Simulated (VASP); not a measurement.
# TiO2 (P4_2/mnm) in VASP: further runs, part 2 of 2

VASP 6.6.1. Earlier steps stand in the parts before.

### 3 Single point, PBE

This run uses another cell than the first one, of 10.86 Å³/atom, 1.011 times its volume.

Input file INCAR:

```
SYSTEM = TiO2
  PREC = Accurate
  ENCUT = 520
  EDIFF = 1E-6
  ISMEAR = 0
  SIGMA = 0.05
  LREAL = .False.
  LASPH = .True.
  NELM = 80
  ALGO = Normal
  ISIF = 2
  LWAVE = .False.
  LCHARG = .True.
  GGA = PE
  LELF = .True.
  LVHAR = .True.
  NBANDS = 33
```

Input file KPOINTS:

```
Automatic mesh
0
Gamma
  6 6 10
  0 0 0
```

Input file POSCAR:

```
TiO2
1.0
    4.7517000000      0.0000000000      0.0000000000
    0.0000000000      4.7517000000      0.0000000000
    0.0000000000      0.0000000000      2.8848000000
Ti O
2 4
Direct
    0.0000000000      0.0000000000      0.0000000000
    0.5000000000      0.5000000000      0.5000000000
    0.3050970583      0.3050970583      0.0000000000
    0.1949029417      0.8050970583      0.5000000000
    0.6949029417      0.6949029417      0.0000000000
    0.8050970583      0.1949029417      0.5000000000
```

Potentials or basis: VASP PAW PBE potentials, release 64 (Ti_sv, O).

On the command line:

```console
cat potpaw_PBE.64/Ti_sv/POTCAR potpaw_PBE.64/O/POTCAR > POTCAR
mpirun -np 1 vasp_std > vasp.out
```

OUTCAR:

```text
SYSTEM = TiO2
   PREC = Accurate
   ENCUT = 520
   EDIFF = 1E-6
   ISMEAR = 0
   LREAL = .False.
   LASPH = .True.
   NELM = 80
   ISIF = 2
   GGA = PE

 ion  position               nearest neighbor table
   1  0.000  0.000  0.000-   4 1.95   6 1.95   4 1.95   6 1.95   5 2.05   3 2.05
   2  0.500  0.500  0.500-   3 1.95   5 1.95   3 1.95   5 1.95   4 2.05   6 2.05
   3  0.305  0.305  0.000-   2 1.95   2 1.95   1 2.05
   4  0.195  0.805  0.500-   1 1.95   1 1.95   2 2.05
   5  0.695  0.695  0.000-   2 1.95   2 1.95   1 2.05
   6  0.805  0.195  0.500-   1 1.95   1 1.95   2 2.05

  LATTYP: Found a simple tetragonal cell.
 ALAT       =     4.7517000000
 C/A-ratio  =     0.6071090347

  Lattice vectors:

 A1 = (   4.7517000000,   0.0000000000,   0.0000000000)
 A2 = (   0.0000000000,   4.7517000000,   0.0000000000)
 A3 = (   0.0000000000,   0.0000000000,   2.8848000000)

Analysis of symmetry for initial positions (statically):
=====================================================================
 Subroutine PRICEL returns:
 Original cell was already a primitive cell.

 Routine SETGRP: Setting up the symmetry group for a
 simple tetragonal supercell.

[... 174 lines left out ...]

  energy without entropy =      -53.58894399  energy(sigma->0) =      -53.58894399

 E-fermi :   4.4844     XC(G=0): -11.1636

 val. band max:        4.1733323665   @ k =   0.0000   0.0000   0.0000
 cond. band min:       6.0666298720   @ k =   0.0000   0.0000   0.0000
 fundamental gap:      1.8932975055
 Fermi energy:         4.4844324856

 k-point     1 :       0.0000    0.0000    0.0000
  band No.  band energies     occupation
      1     -52.6132      2.00000
      2     -52.6012      2.00000
      3     -28.8861      2.00000
      4     -28.8861      2.00000
      5     -28.7528      2.00000
      6     -28.7528      2.00000
[... 853 lines left out ...]
     32       9.3670      0.00000
     33      10.6139      0.00000

 [... further k-points ...]
[... 5 lines left out ...]
  --------------------------------------------------------------------------------------
  -------------------------------------------------------------------------------------
  Total       -2.2025820     -2.2025820      2.9474007      0.0000000      0.0000000      0.0000000
  in kB      -54.1787434    -54.1787434     72.4996695      0.0000000      0.0000000      0.0000000
  external PRESSURE =     -11.9526057 kB  Pullay stress =       0.0000000 kB

 VOLUME and BASIS-vectors are now :
 -----------------------------------------------------------------------------
  energy-cutoff  :      520.00
  volume of cell :       65.13
      direct lattice vectors                 reciprocal lattice vectors
     4.751700000  0.000000000  0.000000000     0.210450996  0.000000000  0.000000000
     0.000000000  4.751700000  0.000000000     0.000000000  0.210450996  0.000000000
     0.000000000  0.000000000  2.884800000     0.000000000  0.000000000  0.346644481

 POSITION                                       TOTAL-FORCE (eV/Angst)
 -----------------------------------------------------------------------------------
      0.00000      0.00000      0.00000        -0.000000     -0.000000      0.000000
      2.37585      2.37585      1.44240        -0.000000     -0.000000      0.000000
      1.44973      1.44973      0.00000         0.068202      0.068202     -0.000000
      0.92612      3.82558      1.44240        -0.068202      0.068202      0.000000
      3.30197      3.30197      0.00000        -0.068202     -0.068202      0.000000
      3.82558      0.92612      1.44240         0.068202     -0.068202      0.000000
 -----------------------------------------------------------------------------------
    total drift:                               -0.000000      0.000000     -0.000000

  FREE ENERGIE OF THE ION-ELECTRON SYSTEM (eV)
  ---------------------------------------------------
  free  energy   TOTEN  =       -53.5889439858 eV

  energy  without entropy=      -53.5889439858  energy(sigma->0) =      -53.58894399
```

OSZICAR:

```text
N       E                     dE             d eps       ncg     rms          rms(c)
DAV:   1     0.659813634599E+03    0.65981E+03   -0.24241E+04  3960   0.171E+03
DAV:   2     0.292010699770E+02   -0.63061E+03   -0.58486E+03  4288   0.512E+02
DAV:   3    -0.660523906366E+02   -0.95253E+02   -0.93036E+02  5354   0.190E+02
DAV:   4    -0.708867346527E+02   -0.48343E+01   -0.48224E+01  5793   0.410E+01
DAV:   5    -0.710776162091E+02   -0.19088E+00   -0.19086E+00  5235   0.657E+00    0.306E+01
DAV:   6    -0.542282574328E+02    0.16849E+02   -0.76558E+01  5186   0.873E+01    0.122E+01
DAV:   7    -0.540162145158E+02    0.21204E+00   -0.15295E+01  4887   0.363E+01    0.934E+00
DAV:   8    -0.538586071625E+02    0.15761E+00   -0.54724E-01  4862   0.554E+00    0.759E+00
DAV:   9    -0.537979168021E+02    0.60690E-01   -0.17872E+00  5082   0.152E+01    0.421E+00
DAV:  10    -0.535946088338E+02    0.20331E+00   -0.87675E-01  4895   0.878E+00    0.713E-01
DAV:  11    -0.535899869033E+02    0.46219E-02   -0.39227E-02  4732   0.164E+00    0.446E-01
DAV:  12    -0.535902975987E+02   -0.31070E-03   -0.70177E-03  4408   0.101E+00    0.298E-01
DAV:  13    -0.535889975665E+02    0.13000E-02   -0.24336E-03  5238   0.456E-01    0.762E-02
DAV:  14    -0.535889609388E+02    0.36628E-04   -0.25070E-04  5338   0.110E-01    0.378E-02
DAV:  15    -0.535889451007E+02    0.15838E-04   -0.44606E-05  5368   0.547E-02    0.113E-02
DAV:  16    -0.535889438327E+02    0.12680E-05   -0.60000E-06  4824   0.201E-02    0.545E-03
DAV:  17    -0.535889439858E+02   -0.15304E-06   -0.53747E-07  2390   0.663E-03
   1 F= -.53588944E+02 E0= -.53588944E+02  d E =-.229097E-20
```

stdout:

```text
POSCAR found type information on POSCAR TiO
 POSCAR found :  2 types and       6 ions
 scaLAPACK will be used
 LDA part: xc-table for (Slater+PW92), standard interpolation
 POSCAR, INCAR and KPOINTS ok, starting setup
 FFT: planning ... GRIDC
 FFT: planning ... GRID_SOFT
 FFT: planning ... GRID
 WAVECAR not read
 entering main loop
```

Run time: 94 s. Hardware: 1 thread of Intel Xeon Platinum 8488C (Sapphire Rapids), shared host; peak memory 0.23 GiB.

Results:

| Quantity | Value |
| --- | --- |
| Free energy | -53.5889 eV |
| Pressure | -1.2 GPa |
| Largest force | 0.096 eV/Å |
| Band gap on the k mesh | 1.89 eV, direct |

Forces in eV/Å, atoms in the order of the input:
```
Ti   0.000  0.000  0.000
Ti   0.000  0.000  0.000
O    0.068  0.068  0.000
O   -0.068  0.068  0.000
O   -0.068 -0.068  0.000
O    0.068 -0.068  0.000
```

### 4 Single point, PBE

This run uses another cell than the first one, of 10.16 Å³/atom, 0.946 times its volume.

Input file INCAR:

```
  ALGO = Normal
  EDIFF = 1E-6
  ENCUT = 520
  GGA = PE
  ISIF = 2
  ISMEAR = 0
  LASPH = True
  LCHARG = False
  LREAL = False
  LWAVE = False
  NBANDS = 33
  NELM = 100
  PREC = Accurate
  SIGMA = 0.05
```

Input file KPOINTS:

```
k-points
0
Gamma
  6 6 10
```

POSCAR, as its differences from that of step 3:

```diff
@@ -2,5 +2,5 @@
 1.0
-    4.7517000000      0.0000000000      0.0000000000
-    0.0000000000      4.7517000000      0.0000000000
-    0.0000000000      0.0000000000      2.8848000000
+    4.5351000000      0.0000000000      0.0000000000
+    0.0000000000      4.5351000000      0.0000000000
+    0.0000000000      0.0000000000      2.9638636879
 Ti O
```

On the command line:

```console
cat potpaw_PBE.64/Ti_sv/POTCAR potpaw_PBE.64/O/POTCAR > POTCAR
mpirun -np 1 vasp_std > vasp.out
```

Run time: 50 s. Hardware: 1 thread of Intel Xeon Platinum 8559C (Emerald Rapids), shared host; peak memory 0.23 GiB.

The run converged. Its results:

* Free energy: -53.5558 eV
* Pressure: 11.5 GPa
* Largest force: 0.231 eV/Å
* Band gap on the k mesh: 1.91 eV, direct

Forces in eV/Å, atoms in the order of the input:
```
Ti   0.000  0.000  0.000
Ti   0.000  0.000  0.000
O   -0.163 -0.163  0.000
O    0.163 -0.163  0.000
O    0.163  0.163  0.000
O   -0.163  0.163  0.000
```

Stress tensor (GPa, compression positive):
```
12.49  0.00  0.00
 0.00 12.49  0.00
 0.00  0.00  9.45
```

Levels at points of the mesh, in eV from the valence-band top:
```csv
k point,band 21,band 22,band 23,band 24,band 25,band 26,band 27,band 28
"(0.00, 0.00, 0.00)",-0.76,-0.45,-0.45,0.00,1.91,2.26,2.40,2.50
"(0.50, 0.00, 0.00)",-1.76,-1.76,-0.78,-0.78,2.62,2.62,3.07,3.07
"(0.50, 0.50, 0.00)",-1.40,-1.40,-1.05,-1.05,1.97,1.97,2.53,2.53
"(0.00, 0.00, 0.50)",-2.52,-2.52,-1.44,-1.44,3.04,3.04,3.12,3.12
"(0.50, 0.00, 0.50)",-2.10,-2.10,-1.08,-1.08,1.93,1.93,3.16,3.16
"(0.50, 0.50, 0.50)",-1.35,-1.35,-0.67,-0.67,2.64,2.64,3.18,3.18
```

A k mesh can miss the band edges. PBE gaps usually lie below the measured ones, often by a third to a half.

### 5 Single point, PBE

This run uses another cell than the first one, of 10.20 Å³/atom, 0.950 times its volume.

Input file INCAR:

```
ALGO = Normal
EDIFF = 1E-6
ENCUT = 520
GGA = PE
ISIF = 2
ISMEAR = 0
LASPH = T
LCHARG = F
LREAL = F
LWAVE = F
NBANDS = 33
NELM = 100
PREC = Accurate
SIGMA = 0.05
```

KPOINTS is that of step 4.

POSCAR, as its differences from that of step 4:

```diff
@@ -2,5 +2,5 @@
 1.0
-    4.5351000000      0.0000000000      0.0000000000
-    0.0000000000      4.5351000000      0.0000000000
-    0.0000000000      0.0000000000      2.9638636879
+    4.4267000000      0.0000000000      0.0000000000
+    0.0000000000      4.4267000000      0.0000000000
+    0.0000000000      0.0000000000      3.1219000000
 Ti O
```

On the command line:

```console
cat potpaw_PBE.64/Ti_sv/POTCAR potpaw_PBE.64/O/POTCAR > POTCAR
mpirun -np 1 vasp_std > vasp.out
```

Run time: 47 s. Hardware: 1 thread of Intel Xeon Platinum 8559C (Emerald Rapids), shared host; peak memory 0.23 GiB.

It converged, with:

```
Free energy            : -53.3219 eV
Pressure               : 8.2 GPa
Largest force          : 0.050 eV/Å
Band gap on the k mesh : 1.88 eV, direct
```

Forces in eV/Å, atoms in the order of the input:
```
Ti   0.000  0.000  0.000
Ti   0.000  0.000  0.000
O   -0.035 -0.035  0.000
O    0.035 -0.035  0.000
O    0.035  0.035  0.000
O   -0.035  0.035  0.000
```

Stress tensor (GPa, compression positive):
```
15.47  0.00  0.00
 0.00 15.47  0.00
 0.00  0.00 -6.26
```

Levels at points of the mesh, in eV from the valence-band top:
```tsv
k point	band 20	band 21	band 22	band 23	band 24	band 25	band 26	band 27	band 28	band 29
(0.00, 0.00, 0.00)	-2.33	-0.89	-0.32	-0.32	0.00	1.88	2.27	2.30	2.30	2.33
(0.50, 0.00, 0.00)	-3.00	-2.12	-2.12	-0.74	-0.74	2.60	2.60	2.99	2.99	3.41
(0.50, 0.50, 0.00)	-2.03	-1.67	-1.67	-0.86	-0.86	2.01	2.01	2.34	2.34	3.67
(0.00, 0.00, 0.50)	-2.73	-2.26	-2.26	-1.31	-1.31	2.55	2.55	3.15	3.15	3.77
(0.50, 0.00, 0.50)	-2.47	-2.02	-2.02	-1.03	-1.03	1.94	1.94	2.64	2.64	3.98
(0.50, 0.50, 0.50)	-2.21	-1.36	-1.36	-0.57	-0.57	2.63	2.63	2.67	2.67	3.28
```

### 6 Single point, PBE

This run uses another cell than the first one, of 10.26 Å³/atom, 0.956 times its volume.

Input file INCAR:

```
SYSTEM = TiO2
PREC = Accurate
ENCUT = 520
EDIFF = 1E-6
ISMEAR = 0
SIGMA = 0.05
LREAL = .False.
LASPH = .True.
NELM = 60
ALGO = Normal
ISIF = 2
LWAVE = .False.
LCHARG = .False.
GGA = PE
NBANDS = 33
```

Input file KPOINTS:

```
regular mesh
0
Gamma
  6 6 10
  0 0 0
```

POSCAR, as its differences from that of step 5:

```diff
@@ -2,5 +2,5 @@
 1.0
-    4.4267000000      0.0000000000      0.0000000000
-    0.0000000000      4.4267000000      0.0000000000
-    0.0000000000      0.0000000000      3.1219000000
+    4.7517000000      0.0000000000      0.0000000000
+    0.0000000000      4.7517000000      0.0000000000
+    0.0000000000      0.0000000000      2.7268000000
 Ti O
```

Potentials or basis: VASP PAW PBE potentials, release 64 (Ti_sv, O).

On the command line:

```console
cat potpaw_PBE.64/Ti_sv/POTCAR potpaw_PBE.64/O/POTCAR > POTCAR
mpirun -np 1 vasp_std > vasp.out
```

Run time: 46 s. Hardware: 1 thread of Intel Xeon Platinum 8559C (Emerald Rapids), shared host; peak memory 0.22 GiB.

It converged, with:

```
Free energy            : -53.0559 eV
Pressure               : 16.7 GPa
Largest force          : 0.486 eV/Å
Band gap on the k mesh : 2.06 eV, indirect (least direct gap 2.07 eV)
```

Forces in eV/Å, atoms in the order of the input:
```
Ti   0.000  0.000  0.000
Ti   0.000  0.000  0.000
O   -0.344 -0.344  0.000
O    0.344 -0.344  0.000
O    0.344  0.344  0.000
O   -0.344  0.344  0.000
```

Stress tensor (GPa, compression positive):
```
 3.89  0.00  0.00
 0.00  3.89  0.00
 0.00  0.00 42.25
```

Levels at points of the mesh, in eV from the valence-band top:
| k point | band 21 | band 22 | band 23 | band 24 | band 25 | band 26 | band 27 | band 28 |
| --- | --- | --- | --- | --- | --- | --- | --- | --- |
| (0.00, 0.00, 0.00) | -0.27 | -0.27 | -0.07 | 0.00 | 2.07 | 2.24 | 3.35 | 3.35 |
| (0.50, 0.00, 0.00) | -0.65 | -0.65 | -0.58 | -0.58 | 2.77 | 2.77 | 3.70 | 3.70 |
| (0.50, 0.50, 0.00) | -0.88 | -0.88 | -0.43 | -0.43 | 2.06 | 2.06 | 3.36 | 3.36 |
| (0.00, 0.00, 0.50) | -1.73 | -1.73 | -1.27 | -1.27 | 3.32 | 3.32 | 3.99 | 3.99 |
| (0.50, 0.00, 0.50) | -1.91 | -1.91 | -0.75 | -0.75 | 2.36 | 2.36 | 4.27 | 4.27 |
| (0.50, 0.50, 0.50) | -0.90 | -0.90 | -0.58 | -0.58 | 3.04 | 3.04 | 3.57 | 3.57 |

### 7 The runs side by side

| cell | gap on the mesh (eV) | pressure (GPa) | largest force (eV/Å) |
| --- | --- | --- | --- |
| a = 4.860, b = 4.860, c = 2.727 Å, 6 atoms | 1.84 | 6.5 | 0.04 |
| a = 4.752, b = 4.752, c = 2.885 Å, 6 atoms | 1.89 | -1.2 | 0.10 |
| a = 4.535, b = 4.535, c = 2.964 Å, 6 atoms | 1.91 | 11.5 | 0.23 |
| a = 4.427, b = 4.427, c = 3.122 Å, 6 atoms | 1.88 | 8.2 | 0.05 |
| a = 4.752, b = 4.752, c = 2.727 Å, 6 atoms | 2.06 | 16.7 | 0.49 |

Alike in all rows: task single point; level PBE; potentials or basis VASP PAW PBE potentials, release 64 (Ti_sv, O); no spin polarisation; k mesh 6 × 6 × 10; cutoff (eV) 520; smearing gaussian 0.05 eV.

Total energies depend on the potentials used, so only differences within one code and one set of settings carry meaning.

### 8 How close it comes

Step 3. A measured gap of TiO2 is 3.03 eV (direct; 1.6 K; quoted in “Shallow Valence Band of Rutile GeO2 and P-type Doping”, 2020, arxiv:2011.08928); the calculated 1.89 eV misses it by -1.14 eV. 2 values of this kind are on record in papers (3.03 to 3.05 eV); this one was drawn at random among those near their median. The value is that of PBE on a finite k mesh, which can miss the band edges, without temperature or zero-point motion. Semilocal functionals fall short of measured gaps as a rule.
